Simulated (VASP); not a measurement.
Write the native input for VASP 6.6.1 that does the following.

```yaml
Task: relaxation of cell and atoms
Functional: PBEsol
Potentials_or_basis: VASP PAW PBE potentials, release 64 (Pb_d)
Cutoff: 600 eV
k_mesh: 9 × 9 × 5
Occupations: fermi-dirac, width 0.05 eV
Spin: no spin polarisation
Dipole_correction: no
Further_INCAR_settings: ALGO = Normal; EDIFF = 1e-06; IBRION = 2; EDIFFG = -0.02; NSW = 80; ISIF = 3
```

The structure of Pb lies in POSCAR:

```
Pb
1.0
    3.4800000000      0.0000000000      0.0000000000
   -1.7400000000      3.0137684052      0.0000000000
    0.0000000000      0.0000000000      5.5900000000
Pb
2
Direct
    0.6666666667      0.3333333333      0.7500000000
    0.3333333333      0.6666666667      0.2500000000
```

These files were run (other wordings do the same):

INCAR

```
PREC = Accurate
ENCUT = 600
EDIFF = 1E-6
ISMEAR = -1
SIGMA = 0.05
LREAL = False
LASPH = True
NELM = 100
ALGO = Normal
ISIF = 3
LWAVE = False
LCHARG = False
GGA = PS
IBRION = 2
NSW = 80
EDIFFG = -0.02
```

KPOINTS

```
Automatic mesh
0
Gamma
  9 9 5
```

Potentials or basis: VASP PAW PBE potentials, release 64 (Pb_d).

Launch:

```bash
$ cat potpaw_PBE.64/Pb_d/POTCAR > POTCAR
$ mpirun -np 1 vasp_std > vasp.out
```

It gave:

```
Relaxed volume                         : 29.80 Å³/atom
Relaxed cell                           : a = 3.432 Å, b = 3.432 Å, c = 5.843 Å, α = 90.00°, β = 90.00°, γ = 120.00°
Space group after relaxing (to 0.05 Å) : P6_3/mmc (No. 194)
Energy gained by relaxing              : 15.2 meV/atom
Ionic steps                            : 4
Pressure after relaxing                : 0.0 GPa
Band gap on the k mesh                 : zero (band 14 reaches 13.43 eV, above the bottom of band 15 at 5.32 eV)
```

Caveat: the PAW data sets were made with another functional, which shifts forces and pressure a little; spin-orbit coupling is left out, which moves the levels of the heavy elements.

Run time: 40 s on 1 thread of Intel(R) Xeon(R) 6975P-C (Granite Rapids), on a shared host, peak memory 0.21 GiB.
